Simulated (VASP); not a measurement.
# Be (P4/mmm) in VASP: a series of runs, part 2 of 2

VASP 6.6.1. The steps go on from the part before.

### Step 3. Single point, PBE

This run uses another cell than the first one, of 11.37 Å³/atom.

INCAR reads:

```
SYSTEM = Be
  PREC = Accurate
  ENCUT = 520
  EDIFF = 1E-7
  ISMEAR = 0
  SIGMA = 0.1
  LREAL = .False.
  LASPH = .True.
  NELM = 60
  ALGO = Fast
  ISIF = 2
  LWAVE = .False.
  LCHARG = .False.
  GGA = PE
  NBANDS = 7
```

KPOINTS reads:

```
regular mesh
0
Gamma
  10 10 6
  0 0 0
```

POSCAR reads:

```
Be
1.0
    2.0087305119      0.0000000000      0.0000000000
    0.0000000000      2.0087305119      0.0000000000
    0.0000000000      0.0000000000      2.8171640053
Be
1
Direct
    0.5000000000      0.5000000000      0.0000000000
```

Potentials or basis: VASP PAW PBE potentials, release 64 (Be).

The run is started by

```bash
> cat potpaw_PBE.64/Be/POTCAR > POTCAR
> mpirun -np 1 vasp_std > vasp.out
```

OUTCAR:

```text
SYSTEM = Be
   PREC = Accurate
   ENCUT = 520
   EDIFF = 1E-7
   ISMEAR = 0
   LREAL = .False.
   LASPH = .True.
   NELM = 60
   ISIF = 2
   GGA = PE

 ion  position               nearest neighbor table
   1  0.500  0.500  0.000-

  LATTYP: Found a simple tetragonal cell.
 ALAT       =     2.0087305119
 C/A-ratio  =     1.4024599062

  Lattice vectors:

 A1 = (   2.0087305119,   0.0000000000,   0.0000000000)
 A2 = (   0.0000000000,   2.0087305119,   0.0000000000)
 A3 = (   0.0000000000,   0.0000000000,   2.8171640053)

[... 421 lines left out ...]
 [... further k-points ...]

------------------------ aborting loop because EDIFF is reached ----------------------------------------

  FORCE on cell =-STRESS in cart. coord.  units (eV):
  Direction    XX          YY          ZZ          XY          YZ          ZX
  --------------------------------------------------------------------------------------
  -------------------------------------------------------------------------------------
  Total        0.0185612      0.0185612      0.0029313      0.0000000     -0.0000000      0.0000000
  in kB        2.6161408      2.6161408      0.4131562      0.0000000     -0.0000000      0.0000000
  external PRESSURE =       1.8818126 kB  Pullay stress =       0.0000000 kB

 VOLUME and BASIS-vectors are now :
 -----------------------------------------------------------------------------
  energy-cutoff  :      520.00
  volume of cell :       11.37
      direct lattice vectors                 reciprocal lattice vectors
     2.008730512  0.000000000  0.000000000     0.497826858  0.000000000  0.000000000
     0.000000000  2.008730512  0.000000000     0.000000000  0.497826858  0.000000000
     0.000000000  0.000000000  2.817164005     0.000000000  0.000000000  0.354966909

 POSITION                                       TOTAL-FORCE (eV/Angst)
 -----------------------------------------------------------------------------------
      1.00437      1.00437      0.00000         0.000000      0.000000      0.000000
 -----------------------------------------------------------------------------------
    total drift:                               -0.000000     -0.000000     -0.000000

  FREE ENERGIE OF THE ION-ELECTRON SYSTEM (eV)
  ---------------------------------------------------
  free  energy   TOTEN  =        -2.8255661875 eV

  energy  without entropy=       -2.8248074024  energy(sigma->0) =       -2.82518679
```

Wall time 14 s (1 thread of AMD EPYC, shared host); peak memory 0.08 GiB.

Results:

```
Free energy            : -2.8256 eV
Pressure               : 0.2 GPa
Band gap on the k mesh : zero (bands 1 and 2 overlap by 8.97 eV)
```

Levels at points of the mesh, in eV from the Fermi level:
```
           k point  band 1  band 2  band 3  band 4
(0.00, 0.00, 0.00)   -8.64    4.63   10.86   18.33
(0.50, 0.00, 0.00)   -3.37    1.06   10.69   17.38
(0.50, 0.50, 0.00)    3.12    3.12    9.33   11.86
(0.00, 0.00, 0.50)   -5.03   -4.47   19.23   19.23
(0.50, 0.00, 0.50)   -1.57    2.98    5.39    6.85
(0.50, 0.50, 0.50)    4.50    4.50    9.71   11.99
```

Caveat: the k points lie up to 0.37 Å⁻¹ apart, too coarse for converged energies and pressures of a metal.

### Step 4. Relaxation of cell and atoms, PBE

INCAR reads:

```
SYSTEM = Be
ALGO = Fast ; EDIFF = 1E-7
EDIFFG = -0.04 ; ENCUT = 600
GGA = PE ; IBRION = 2
ISIF = 3 ; ISMEAR = 0
LASPH = .True. ; LCHARG = .False.
LREAL = .False. ; LWAVE = .False.
NELM = 100 ; NSW = 90
PREC = Accurate ; SIGMA = 0.1
```

KPOINTS reads:

```
k-points
0
Gamma
  10 10 6
  0 0 0
```

POSCAR reads:

```
Be
1.0
    1.7601696500      0.0000000000      0.0000000000
    0.0000000000      1.7601696500      0.0000000000
    0.0000000000      0.0000000000      2.9695564400
Be
1
Direct
    0.5000000000      0.5000000000      0.0000000000
```

The run is started by

```bash
> cat potpaw_PBE.64/Be/POTCAR > POTCAR
> mpirun -np 1 vasp_std > vasp.out
```

It took 31 s on 1 thread of AMD EPYC, shared host; peak memory 0.08 GiB.

Results (log left out):

| Item | Value |
| --- | --- |
| Free energy | -2.8255 eV |
| Relaxed volume | 11.37 Å³/atom |
| Relaxed cell | a = 2.009 Å, b = 2.009 Å, c = 2.818 Å, α = 90.00°, β = 90.00°, γ = 90.00° |
| Space group after relaxing (to 0.1 Å) | P4/mmm (No. 123) |
| Energy gained by relaxing | 489.7 meV/atom |
| Ionic steps | 8 |
| Pressure after relaxing | 0.2 GPa |
| Band gap on the k mesh | zero (bands 1 and 2 overlap by 8.97 eV) |

Stress tensor (GPa, compression positive):
```
0.28 0.00 0.00
0.00 0.28 0.00
0.00 0.00 0.01
```

The path:
```csv
step,energy change (eV),largest force (eV/Å),pressure (GPa),volume (Å³)
1,0.0000,0.0000,40.83,9.20
2,-0.4646,0.0000,-6.17,12.54
3,-0.4858,0.0000,-0.70,11.78
4,-0.4860,0.0000,-1.21,11.84
5,-0.4880,0.0000,-0.96,11.70
6,-0.4896,0.0000,-0.51,11.49
7,-0.4897,0.0000,-0.40,11.44
8,-0.4897,0.0000,0.19,11.37
```

Final structure:
```yaml
crystal:
  lattice:
    - [2.00860, 0.00000, 0.00000]
    - [0.00000, 2.00860, 0.00000]
    - [0.00000, 0.00000, 2.81790]
  atoms:
    - { symbol: Be, position: [0.50000, 0.50000, 0.00000] }
```

Levels at points of the mesh, in eV from the Fermi level:
```
           k point  band 1  band 2  band 3  band 4  band 5
(0.00, 0.00, 0.00)   -8.64    4.62   10.85   18.33   18.33
(0.50, 0.00, 0.00)   -3.37    1.06   10.68   17.37   18.07
(0.50, 0.50, 0.00)    3.12    3.12    9.33   11.86   15.89
(0.00, 0.00, 0.50)   -5.03   -4.47   19.23   19.23   24.71
(0.50, 0.00, 0.50)   -1.57    2.98    5.39    6.85   23.32
(0.50, 0.50, 0.50)    4.50    4.50    9.72   11.99   15.24
```

Caveat: the volume moved by over 15 % at a fixed basis, so the end points are rough.

### Step 5. Single point, PBE

This run uses another cell than the first one: it holds 8 atoms, not 1.

INCAR reads:

```
PREC = Accurate
ENCUT = 520
EDIFF = 1E-7
ISMEAR = 0
SIGMA = 0.2
LREAL = F
LASPH = T
NELM = 60
ALGO = Normal
ISIF = 2
LWAVE = F
LCHARG = T
GGA = PE
LELF = T
LVHAR = T
NBANDS = 18
```

KPOINTS reads:

```
Automatic mesh
0
Gamma
  6 6 4
```

POSCAR reads:

```
Be
1.0
    4.0401982753      0.0000000000      0.0000000000
    0.0000000000      4.0401982753      0.0000000000
    0.0000000000      0.0000000000      5.3360351119
Be
8
Direct
    0.2500000000      0.2500000000      0.0000000000
    0.2500000000      0.2500000000      0.5000000000
    0.2500000000      0.7500000000      0.0000000000
    0.2500000000      0.7500000000      0.5000000000
    0.7500000000      0.2500000000      0.0000000000
    0.7500000000      0.2500000000      0.5000000000
    0.7500000000      0.7500000000      0.0000000000
    0.7500000000      0.7500000000      0.5000000000
```

The run is started by

```bash
> cat potpaw_PBE.64/Be/POTCAR > POTCAR
> mpirun -np 1 vasp_std > vasp.out
```

It took 77 s on 1 thread of AMD EPYC, shared host; peak memory 0.15 GiB.

It converged, with:

| Quantity | Value |
| --- | --- |
| Free energy | -22.7137 eV |
| Pressure | -0.1 GPa |
| Band gap on the k mesh | zero (bands 8 and 9 overlap by 1.94 eV) |

Stress tensor (GPa, compression positive):
```
 0.59  0.00  0.00
 0.00  0.59  0.00
 0.00  0.00 -1.37
```

Levels at points of the mesh, in eV from the Fermi level:
| k point | band 6 | band 7 | band 8 | band 9 | band 10 | band 11 |
| --- | --- | --- | --- | --- | --- | --- |
| (0.00, 0.00, 0.00) | -1.49 | -1.49 | 0.42 | 0.42 | 2.36 | 2.36 |
| (0.50, 0.00, 0.00) | -2.66 | -1.69 | -1.69 | 0.56 | 0.56 | 1.38 |
| (0.50, 0.50, 0.00) | -2.07 | -2.07 | -2.07 | -0.45 | -0.45 | -0.45 |
| (0.00, 0.00, 0.50) | -2.87 | 0.50 | 0.50 | 1.12 | 1.12 | 1.12 |
| (0.50, 0.00, 0.50) | -0.77 | -0.77 | -0.77 | 2.10 | 2.10 | 2.10 |
| (0.50, 0.50, 0.50) | -4.56 | -4.56 | -4.56 | 4.01 | 4.01 | 4.01 |

### Step 6. Overview

```csv
task,cell,k mesh,cutoff (eV),smearing,gap on the mesh (eV),pressure (GPa)
single point,"a = 1.760, b = 1.760, c = 2.970 Å, 1 atom, atomic positions A",10 × 10 × 6,520,gaussian 0.1 eV,none,40.8
single point,"a = 2.009, b = 2.009, c = 2.817 Å, 1 atom, atomic positions A",10 × 10 × 6,520,gaussian 0.1 eV,none,0.2
relaxation of cell and atoms,"relaxed from a = 1.760, b = 1.760, c = 2.970 Å, 1 atom, atomic positions A",10 × 10 × 6,600,gaussian 0.1 eV,none,0.2
single point,"a = 4.040, b = 4.040, c = 5.336 Å, 8 atoms, atomic positions B",6 × 6 × 4,520,gaussian 0.2 eV,none,-0.1
```

Alike in all rows: level PBE; potentials or basis VASP PAW PBE potentials, release 64 (Be); no spin polarisation.

Caveats: some runs use coarse meshes; the cell stands under pressure (at least some runs); the volume moved by over 15 % at a fixed basis, so the end points are rough (at least some runs).

Absolute energies hang on the potentials; compare differences alone.
